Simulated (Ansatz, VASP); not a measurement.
Two plane-wave programs on Si2Ni

INCAR

```
SYSTEM = Si2Ni
PREC = Accurate ; ENCUT = 600
EDIFF = 1E-7 ; ISMEAR = 0
SIGMA = 0.1 ; LREAL = .FALSE.
LASPH = .TRUE. ; NELM = 120
ALGO = Normal ; ISIF = 3
LWAVE = .FALSE. ; LCHARG = .FALSE.
GGA = PE ; IBRION = 2
NSW = 60 ; EDIFFG = -0.04
GGA_COMPAT = .FALSE. ; NELMIN = 4
```

The input KPOINTS:

```
Automatic mesh
0
G
  6 6 6
  0 0 0
```

The input POSCAR:

```
Si2Ni
1.0
    0.0000000000      2.6931550500      2.6931550500
    2.6931550500      0.0000000000      2.6931550500
    2.6931550500      2.6931550500      0.0000000000
Si Ni
2 1
Direct
    0.2500000000      0.2500000000      0.2500000000
    0.7500000000      0.7500000000      0.7500000000
    0.0000000000      0.0000000000      0.0000000000
```

Input for Ansatz:

```yaml
crystal:
  lattice:
    - [0.0, 2.693155, 2.693155]
    - [2.693155, 0.0, 2.693155]
    - [2.693155, 2.693155, 0.0]
  atoms:
    - { symbol: Si, position: [0.25, 0.25, 0.25] }
    - { symbol: Si, position: [0.75, 0.75, 0.75] }
    - { symbol: Ni, position: [0.0, 0.0, 0.0] }
basis:
  ecutwfc: 420
kpoints:
  mp_grid: { grid: [6, 6, 6] }
hamiltonian:
  xc: pbe
scf:
  occupations: { method: gaussian, width: 0.1 }
output:
  forces: true
  stress: true
  eigenvalues: true
relax:
  adjacent_minimum: "off"
  f_tol: 0.04
  max_steps: 40
  cell: { stress_tol: 0.4 }
```

Alike in both runs: task relaxation of cell and atoms; functional PBE; k mesh 6 × 6 × 6; occupations gaussian, width 0.1 eV; no spin polarisation.

|  | VASP | Ansatz |
| --- | --- | --- |
| version | VASP 6.6.1 | Ansatz 0.2.0 |
| potentials or method | VASP PAW PBE potentials, release 64 (Si, Ni), cutoff 600 eV | scalar-relativistic, plane waves, PAW |
| valence electrons in the cell | 18 | 26 |

Ansatz gave:

```
gap on the k mesh at the Fermi level, each at its own relaxed structure (eV) : none
relaxed volume (Å³/atom)                                                     : 13.48
relaxed cell length with the largest relative difference (Å)                 : 3.852
```

Task: Estimate VASP's values.

Result: gap on the k mesh at the Fermi level, each at its own relaxed structure (eV): none; relaxed volume (Å³/atom): 13.49; relaxed cell length with the largest relative difference (Å): 3.854.

A gap of «none» marks a metal or a gap that the smearing closes. VASP's potentials hold 18 valence electrons a cell and Ansatz's 26, so a difference there can come from the potentials and not from the codes.
